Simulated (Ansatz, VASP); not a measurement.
# One calculation of Rh, two programs

```
CELL_PARAMETERS angstrom
0.00000 1.91482 1.91482
1.91482 0.00000 1.91482
1.91482 1.91482 0.00000
ATOMIC_POSITIONS crystal
Rh 0.00000 0.00000 0.00000
```

Alike in both runs: functional PBE; k mesh 17 × 17 × 17; occupations methfessel-paxton of order 1, width 0.1 eV; no spin polarisation.

Ansatz relaxed the structure, and its values are those at the end. VASP's run is a single point on that final structure, the one shown.

|  | VASP | Ansatz |
| --- | --- | --- |
| version | VASP 6.6.1 | Ansatz 0.2.0 |
| potentials or method | VASP PAW PBE potentials, release 64 (Rh_pv), cutoff 520 eV | plane-wave PAW DFT |
| valence electrons in the cell | 15 | 17 |

|  | VASP | Ansatz | Ansatz less VASP |
| --- | --- | --- | --- |
| pressure (GPa) | 0.0 | 0.0 | 0.00 |

VASP's potentials hold 15 valence electrons a cell and Ansatz's 17, so a difference there can come from the potentials and not from the codes.
